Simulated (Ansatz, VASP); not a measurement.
**Two plane-wave programs on Zr2Si5**

File INCAR:

```
  PREC = Accurate
  ENCUT = 520
  EDIFF = 1E-7
  ISMEAR = 0
  SIGMA = 0.1
  LREAL = False
  LASPH = True
  NELM = 80
  ALGO = Normal
  ISIF = 2
  LWAVE = False
  LCHARG = False
  LDIPOL = True
  IDIPOL = 3
  DIPOL = 0.5 0.5 0.500
  GGA = PS
  NBANDS = 57
  LUSENCCL = False
```

Contents of KPOINTS:

```
regular mesh
0
Gamma
  10 10 1
```

File POSCAR:

```
Zr2Si5
1.0
    3.6567655748      0.0000000000      0.0000000000
    0.0000000000      3.6742585518      0.0000000000
    0.0000000000      0.0000000000     29.5726424949
Si Zr
10 4
Direct
    0.2500000000      0.5000000000      0.2536127775
    0.7500000000      0.0000000000      0.2538411119
    0.2500000000      0.0000000000      0.3502864214
    0.7500000000      0.0000000000      0.4034405233
    0.2500000000      0.0000000000      0.4998858328
    0.7500000000      0.5000000000      0.5001141672
    0.2500000000      0.5000000000      0.5965594767
    0.7500000000      0.5000000000      0.6497135786
    0.2500000000      0.5000000000      0.7461588881
    0.7500000000      0.0000000000      0.7463872225
    0.7500000000      0.5000000000      0.3252853253
    0.2500000000      0.5000000000      0.4284416194
    0.7500000000      0.0000000000      0.5715583806
    0.2500000000      0.0000000000      0.6747146747
```

Input for Ansatz:

```yaml
crystal:
  lattice:
    - [3.6567655748, 0.0, 0.0]
    - [0.0, 3.6742585518, 0.0]
    - [0.0, 0.0, 29.5726424949]
  atoms:
    - { symbol: Si, position: [0.25, 0.5, 0.2536127775] }
    - { symbol: Si, position: [0.75, 0.0, 0.2538411119] }
    - { symbol: Zr, position: [0.75, 0.5, 0.3252853253] }
    - { symbol: Si, position: [0.25, 0.0, 0.3502864214] }
    - { symbol: Si, position: [0.75, 0.0, 0.4034405233] }
    - { symbol: Zr, position: [0.25, 0.5, 0.4284416194] }
    - { symbol: Si, position: [0.25, 0.0, 0.4998858328] }
    - { symbol: Si, position: [0.75, 0.5, 0.5001141672] }
    - { symbol: Zr, position: [0.75, 0.0, 0.5715583806] }
    - { symbol: Si, position: [0.25, 0.5, 0.5965594767] }
    - { symbol: Si, position: [0.75, 0.5, 0.6497135786] }
    - { symbol: Zr, position: [0.25, 0.0, 0.6747146747] }
    - { symbol: Si, position: [0.25, 0.5, 0.7461588881] }
    - { symbol: Si, position: [0.75, 0.0, 0.7463872225] }
basis:
  ecutwfc: 420
kpoints:
  mp_grid: { grid: [10, 10, 1] }
hamiltonian:
  xc: pbesol
scf:
  occupations: { method: gaussian, width: 0.1 }
output:
  forces: true
  stress: true
  eigenvalues: true
  write_density: true
  write_potential: true
  elf: true
  volumetric_format: npy
efield:
  axis: 3
  dipole_correction: true
  ramp_width: 0.04
```

Alike in both runs: task single point; functional PBEsol; k mesh 10 × 10 × 1; occupations gaussian, width 0.1 eV; no spin polarisation.

|  | VASP | Ansatz |
| --- | --- | --- |
| version | VASP 6.6.1 | Ansatz 0.2.0 |
| potentials or method | VASP PAW PBE potentials, release 64 (Si, Zr_sv), cutoff 520 eV | scalar-relativistic, plane waves, PAW |
| valence electrons in the cell | 88 | 88 |

```tsv
	VASP	Ansatz	Ansatz less VASP
gap on the k mesh at the Fermi level (eV)	none	none	-
rms of the force components (eV/Å)	0.199	0.198	-0.0019
```

VASP's potentials were made for PBE, not for PBEsol. A gap of «none» marks a metal or a gap that the smearing closes. With one functional, cell and mesh, what is left measures potentials, basis and numerics. Ansatz's warnings: xc potential rough in thin density.
